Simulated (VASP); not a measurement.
# Be2WN3 (P-3m1) in VASP: single point with PBE

Aim: the single point of Be2WN3 with PBE.

Program: VASP 6.6.1. These are calculated values, not measurements. Logs are shortened: lines on timing, memory, paths and dates and some standing lists are left out, and cuts for length are marked.

**1. The cell of the first run**

Symmetry: P-3m1, No. 164, trigonal system. The conventional cell has a = 2.851 Å, b = 2.851 Å, c = 7.315 Å, α = 90.00°, β = 90.00°, γ = 120.00°. Be (site symmetry 3m) has 6 N at 1.81 to 2.33 Å and 3 Be at 2.24 Å within 2.4 Å. Within 2.7 Å of W (site symmetry -3m) lie 6 N at 2.06 Å. N (site symmetry 3m) has 3 W at 2.06 Å and 3 Be at 2.33 Å within 2.7 Å. Within 2.4 Å of N (site symmetry -3m) lie 6 Be at 1.81 Å.

The cell was generated, and may not be a known phase.

**2. Single point, PBE**

Input file INCAR:

```
PREC = Accurate
ENCUT = 1330
EDIFF = 1E-6
ISMEAR = 0
SIGMA = 0.15
LREAL = F
LASPH = T
NELM = 120
ALGO = Normal
ISIF = 2
LWAVE = F
LCHARG = F
GGA = PE
NBANDS = 26
GGA_COMPAT = F
```

Input file KPOINTS:

```
regular mesh
0
Gamma
  5 5 2
```

Input file POSCAR:

```
Be2WN3
1.0
    2.8509486036      0.0000000000      0.0000000000
   -1.4254743018      2.4689939156      0.0000000000
    0.0000000000      0.0000000000      7.3148688092
Be W N
2 1 3
Direct
    0.3333333333      0.6666666667      0.1041157176
    0.6666666667      0.3333333333      0.8958842824
    0.0000000000      0.0000000000      0.5000000000
    0.3333333333      0.6666666667      0.6695824899
    0.6666666667      0.3333333333      0.3304175101
    0.0000000000      0.0000000000      0.0000000000
```

Potentials or basis: VASP PAW PBE potentials, release 64 (Be, W_sv, N_h).

On the command line:

```bash
$ cat potpaw_PBE.64/Be/POTCAR potpaw_PBE.64/W_sv/POTCAR potpaw_PBE.64/N_h/POTCAR > POTCAR
$ mpirun -np 1 vasp_std > vasp.out
```

OUTCAR:

```text
PREC = Accurate
   ENCUT = 1330
   EDIFF = 1E-6
   ISMEAR = 0
   LREAL = F
   LASPH = T
   NELM = 120
   ISIF = 2
   GGA = PE

 ion  position               nearest neighbor table
   1  0.333  0.667  0.104-   6 1.81   6 1.81   6 1.81   2 2.24   2 2.24   2 2.24
   2  0.667  0.333  0.896-   6 1.81   6 1.81   6 1.81   1 2.24   1 2.24   1 2.24
   3  0.000  0.000  0.500-   4 2.06   5 2.06   4 2.06   5 2.06   5 2.06   4 2.06
   4  0.333  0.667  0.670-   3 2.06   3 2.06   3 2.06
   5  0.667  0.333  0.330-   3 2.06   3 2.06   3 2.06
   6  0.000  0.000  0.000-   1 1.81   2 1.81   1 1.81   2 1.81   2 1.81   1 1.81

  LATTYP: Found a hexagonal cell.
 ALAT       =     2.8509486036
 C/A-ratio  =     2.5657666364

  Lattice vectors:

 A1 = (   2.8509486036,   0.0000000000,   0.0000000000)
 A2 = (  -1.4254743018,   2.4689939156,   0.0000000000)
 A3 = (   0.0000000000,   0.0000000000,   7.3148688092)

Analysis of symmetry for initial positions (statically):
=====================================================================
 Subroutine PRICEL returns:
 Original cell was already a primitive cell.

 Routine SETGRP: Setting up the symmetry group for a
 hexagonal supercell.

 Subroutine GETGRP returns: Found 12 space group operations
 (whereof 12 operations were pure point group operations)
 out of a pool of 24 trial point group operations.

The static configuration has the point symmetry D_3d.

Analysis of symmetry for dynamics (positions and initial velocities):
=====================================================================
 Subroutine PRICEL returns:
 Original cell was already a primitive cell.

 Routine SETGRP: Setting up the symmetry group for a
 hexagonal supercell.

 Subroutine GETGRP returns: Found 12 space group operations
 (whereof 12 operations were pure point group operations)
 out of a pool of 24 trial point group operations.

The dynamic configuration has the point symmetry D_3d.

 Subroutine INISYM returns: Found 12 space group operations
 (whereof 12 operations are pure point group operations),
 and found     1 'primitive' translations

----------------------------------------------------------------------------------------

                                     Primitive cell

  volume of cell :      51.4892

  direct lattice vectors                    reciprocal lattice vectors
[... 82 lines left out ...]
   EDIFFG = 0.1E-04   stopping-criterion for IOM
   NSW    =      0    number of steps for IOM
   IBRION =     -1    ionic relax: 0-MD 1-quasi-New 2-CG
   NFREE  =      0    steps in history (QN), initial steepest desc. (CG)
   ISIF   =      2    stress and relaxation
   ISYM   =      2    0-nonsym 1-usesym 2-fastsym
   POTIM  = 0.5000    time-step for ionic-motion
   TEBEG  =    0.0;   TEEND  =   0.0 temperature during run
   PSTRESS=    0.0 pullay stress
   NELECT =      33.0000    total number of electrons
   NUPDOWN=      -1.0000    fix difference up-down
   EMIN   =  10.00;   EMAX   =-10.00  energy-range for DOS
   EFERMI =   0.00;   METHOD = LEGACY
   ISMEAR =     0;   SIGMA  =   0.15  broadening in eV -4-tet -1-fermi 0-gaus
   EFERMI_NEDOS =   21; number of points for ismear=-14 and -15
   IALGO  =     38    algorithm
   IMIX   =      4    mixing-type and parameters
     AMIX     =   0.40;   BMIX     =  1.00
     AMIX_MAG =   1.60;   BMIX_MAG =  1.00
  volume/ion in A,a.u.               =       8.58        57.91
  Fermi-wavevector in a.u.,A,eV,Ry     =   1.411478  2.667307 27.106487  1.992271
  Thomas-Fermi vector in A             =   2.533325
   LORBIT       =      0    0 simple, 1 ext, 2 COOP (PROOUT), +10 PAW based schemes
   GGA     = PE    functional components
   LHFCALC =     F    Hartree Fock is set to
   AEXX    =    0.0000 exact exchange contribution
   IVDW    =     0    specifies the selected vdW correction
   LEPSILON=     F    determine dielectric tensor
   LRPA    =     F    only Hartree local field effects (RPA)
 non-spin polarized calculation
 Gauss-broadening in eV      SIGMA  =   0.15
  energy-cutoff  :     1330.00
  volume of cell :       51.49
 maximum number of plane-waves:      5725
 NGX is ok and might be reduce to    36
   NGX = 17   NGY = 17   NGZ = 43

 number of electron      33.0000001 magnetization

 Free energy of the ion-electron system (eV)
  ---------------------------------------------------
  ext. energy  EPLUGINS =         0.00000000
  ---------------------------------------------------
  free energy    TOTEN  =       -47.66192313 eV

  energy without entropy =      -47.63308954  energy(sigma->0) =      -47.64750633

 E-fermi :   8.5800     XC(G=0): -12.1679

 val. band max:        8.5662395813   @ k =   0.2000   0.0000   0.0000
 cond. band min:       8.5887801618   @ k =   0.4000   0.2000   0.0000
 fundamental gap:      0.0225405805
 Fermi energy:         8.5800209770

 k-point     1 :       0.0000    0.0000    0.0000
  band No.  band energies     occupation
      1     -66.5728      2.00000
      2     -30.8046      2.00000
      3     -30.4611      2.00000
      4     -30.4611      2.00000
      5      -8.7860      2.00000
      6      -7.4962      2.00000
[... 279 lines left out ...]
     25      18.7225      0.00000
     26      18.8959      0.00000

------------------------ aborting loop because EDIFF is reached ----------------------------------------

  FORCE on cell =-STRESS in cart. coord.  units (eV):
  Direction    XX          YY          ZZ          XY          YZ          ZX
  --------------------------------------------------------------------------------------
  -------------------------------------------------------------------------------------
  Total        0.3637336      0.3637336      0.1380208     -0.0000000     -0.0000000      0.0000000
  in kB       11.3182191     11.3182191      4.2947627     -0.0000000     -0.0000000      0.0000000
  external PRESSURE =       8.9770670 kB  Pullay stress =       0.0000000 kB

 VOLUME and BASIS-vectors are now :
 -----------------------------------------------------------------------------
  energy-cutoff  :     1330.00
  volume of cell :       51.49
      direct lattice vectors                 reciprocal lattice vectors
     2.850948604  0.000000000  0.000000000     0.350760445  0.202511637  0.000000000
    -1.425474302  2.468993916  0.000000000     0.000000000  0.405023274  0.000000000
     0.000000000  0.000000000  7.314868809     0.000000000  0.000000000  0.136707852

 POSITION                                       TOTAL-FORCE (eV/Angst)
 -----------------------------------------------------------------------------------
     -0.00000      1.64600      0.76159         0.000000     -0.000000      0.030179
      1.42547      0.82300      6.55328         0.000000      0.000000     -0.030179
      0.00000      0.00000      3.65743         0.000000      0.000000      0.000000
     -0.00000      1.64600      4.89791        -0.000000      0.000000      0.098636
      1.42547      0.82300      2.41696        -0.000000     -0.000000     -0.098636
      0.00000      0.00000      0.00000         0.000000      0.000000      0.000000
 -----------------------------------------------------------------------------------
    total drift:                                0.000000      0.000000     -0.000000

  FREE ENERGIE OF THE ION-ELECTRON SYSTEM (eV)
  ---------------------------------------------------
  free  energy   TOTEN  =       -47.6619231296 eV

  energy  without entropy=      -47.6330895367  energy(sigma->0) =      -47.64750633
```

OSZICAR:

```text
N       E                     dE             d eps       ncg     rms          rms(c)
DAV:   1     0.414886300608E+03    0.41489E+03   -0.29442E+04   520   0.263E+03
DAV:   2    -0.713067903957E+01   -0.42202E+03   -0.39792E+03   586   0.591E+02
DAV:   3    -0.533132899819E+02   -0.46183E+02   -0.43207E+02   754   0.147E+02
DAV:   4    -0.550082898694E+02   -0.16950E+01   -0.16790E+01   652   0.270E+01
DAV:   5    -0.550504786587E+02   -0.42189E-01   -0.42126E-01   732   0.439E+00    0.380E+01
DAV:   6    -0.482802281704E+02    0.67703E+01   -0.24598E+01   664   0.374E+01    0.991E+00
DAV:   7    -0.479155581100E+02    0.36467E+00   -0.49070E+00   642   0.170E+01    0.113E+01
DAV:   8    -0.476616484065E+02    0.25391E+00   -0.51483E-01   656   0.724E+00    0.196E+00
DAV:   9    -0.476618130216E+02   -0.16462E-03   -0.43567E-02   650   0.160E+00    0.313E-01
DAV:  10    -0.476617238804E+02    0.89141E-04   -0.19628E-03   654   0.417E-01    0.127E-01
DAV:  11    -0.476619249685E+02   -0.20109E-03   -0.44111E-04   664   0.154E-01    0.426E-02
DAV:  12    -0.476619233515E+02    0.16170E-05   -0.26412E-05   708   0.489E-02    0.104E-02
DAV:  13    -0.476619237709E+02   -0.41942E-06   -0.13923E-05   668   0.319E-02    0.838E-03
DAV:  14    -0.476619231296E+02    0.64127E-06   -0.14663E-06   460   0.991E-03
   1 F= -.47661923E+02 E0= -.47647506E+02  d E =-.288336E-01
```

stdout:

```text
POSCAR found type information on POSCAR BeW N
 POSCAR found :  3 types and       6 ions
 scaLAPACK will be used
 LDA part: xc-table for (Slater+PW92), standard interpolation
 POSCAR, INCAR and KPOINTS ok, starting setup
 FFT: planning ... GRIDC
 FFT: planning ... GRID_SOFT
 FFT: planning ... GRID
 WAVECAR not read
 entering main loop
```

Wall time 69 s (1 thread of Intel Xeon Platinum 8259CL at 2.50GHz (Skylake/Cascade Lake), shared host); peak memory 0.37 GiB.

Results:

| Property | Result |
| --- | --- |
| Free energy | -47.6619 eV |
| Pressure | 0.9 GPa |
| Largest force | 0.099 eV/Å |
| Band gap on the k mesh | zero (an odd number of electrons rules out a gap without spin polarisation) |

Forces on the atoms (eV/Å):
```
Be   0.000  0.000  0.030
Be   0.000  0.000 -0.030
W    0.000  0.000  0.000
N    0.000  0.000  0.099
N    0.000  0.000 -0.099
N    0.000  0.000  0.000
```

Levels at points of the mesh, in eV from the Fermi level:
```tsv
k point	band 12	band 13	band 14	band 15	band 16	band 17	band 18	band 19	band 20	band 21
(0.00, 0.00, 0.00)	-1.45	-1.45	-0.87	-0.82	-0.82	0.05	0.05	0.71	5.25	5.55
(0.00, 0.00, 0.50)	-3.49	-1.45	-1.45	-0.84	-0.84	0.06	0.06	1.61	5.74	5.74
```

Caveat: the k points lie up to 0.51 Å⁻¹ apart, too coarse for converged energies and pressures of a metal; spin-orbit coupling is left out, which moves the levels of the heavy elements.

The gap in the log of VASP goes by the Fermi energy; the results here count the filled bands.